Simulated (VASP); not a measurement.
Crystal: NdCdC.

```
Nd Cd C
1.0
     4.25307    0.00000    0.00000
    -2.12654    3.68327    0.00000
     0.00000    0.00000    4.27152
Nd Cd C
1 1 1
Direct
  0.00000 0.00000 0.00000
  0.66667 0.33333 0.50000
  0.33333 0.66667 0.50000
```

The cell was built from a structure type or drawn by symmetry, and may not be a known phase.

```yaml
Program: VASP 6.6.1
Task: relaxation of cell and atoms
Functional: PBE
Potentials_or_basis: VASP PAW PBE potentials, release 64 (Nd_3, Cd, C), 4f in core
Cutoff: 600 eV
k_mesh: 6 × 6 × 4
Occupations: gaussian, width 0.1 eV
Spin: no spin polarisation
```

At the start: pressure -10.0 GPa; volume 22.30 Å³/atom.

Q: How do energy, volume and symmetry change on relaxing?

A: Over 6 steps the energy falls by 131.8 meV/atom and the volume is 19.19 Å³/atom (-14.0 %); space group P-6m2 (No. 187, to 0.1 Å) before and after.

Step by step:
| step | energy change (eV) | largest force (eV/Å) | pressure (GPa) | volume (Å³) |
| --- | --- | --- | --- | --- |
| 1 | 0.0000 | 0.0000 | -10.03 | 66.91 |
| 2 | -0.3393 | 0.0000 | 5.91 | 54.25 |
| 3 | -0.3908 | 0.0000 | 0.35 | 57.10 |
| 4 | -0.3907 | 0.0000 | 0.03 | 57.28 |
| 5 | -0.3945 | 0.0000 | -0.08 | 57.45 |
| 6 | -0.3955 | 0.0000 | -0.16 | 57.57 |

Final structure:
```cif
data_structure
_symmetry_space_group_name_H-M 'P 1'
_symmetry_Int_Tables_number 1
_cell_length_a 3.9780
_cell_length_b 3.9780
_cell_length_c 4.2011
_cell_angle_alpha 90.000
_cell_angle_beta 90.000
_cell_angle_gamma 120.000
_cell_volume 57.57
loop_
_atom_site_label
_atom_site_type_symbol
_atom_site_fract_x
_atom_site_fract_y
_atom_site_fract_z
_atom_site_occupancy
Nd1 Nd 0.00000 0.00000 0.00000 1
Cd1 Cd 0.66667 0.33333 0.50000 1
C1 C 0.33333 0.66667 0.50000 1
```

Caveat: the k points lie up to 0.37 Å⁻¹ apart in the final cell, too coarse for converged energies and pressures of a metal.
